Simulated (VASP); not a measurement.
Ti3B:

```
CELL_PARAMETERS angstrom
-1.77865 1.77865 3.97308
1.77865 -1.77865 3.97308
1.77865 1.77865 -3.97308
ATOMIC_POSITIONS crystal
Ti 0.50000 0.50000 0.00000
Ti 0.25000 0.75000 0.50000
Ti 0.75000 0.25000 0.50000
B 0.00000 0.00000 0.00000
```

| Quantity | Value |
| --- | --- |
| Program | VASP 6.6.1 |
| Task | relaxation of cell and atoms |
| Functional | PBE |
| Potentials or basis | VASP PAW PBE potentials, release 64 (Ti_sv, B) |
| Cutoff | 600 eV |
| k mesh | 6 × 6 × 6 |
| Occupations | gaussian, width 0.1 eV |
| Spin | no spin polarisation |

At the start: pressure 13.4 GPa; volume 12.57 Å³/atom.

Problem. How do energy, volume and symmetry change on relaxing?

Solution. Over 5 steps the energy falls by 43.5 meV/atom and the volume is 13.67 Å³/atom (+8.7 %); space group I4/mmm (No. 139, to 0.1 Å) before and after.

The path:
```csv
step,energy change (eV),largest force (eV/Å),pressure (GPa),volume (Å³)
1,0.0000,0.0000,13.38,50.28
2,-0.0834,0.0000,-7.62,58.31
3,-0.1735,0.0000,0.00,54.74
4,-0.1734,0.0000,0.14,54.65
5,-0.1739,0.0000,0.18,54.66
```

Final structure:
```
CELL_PARAMETERS angstrom
-1.82832 1.82832 4.08812
1.82832 -1.82832 4.08812
1.82832 1.82832 -4.08812
ATOMIC_POSITIONS crystal
Ti 0.50000 0.50000 0.00000
Ti 0.25000 0.75000 0.50000
Ti 0.75000 0.25000 0.50000
B 0.00000 0.00000 0.00000
```
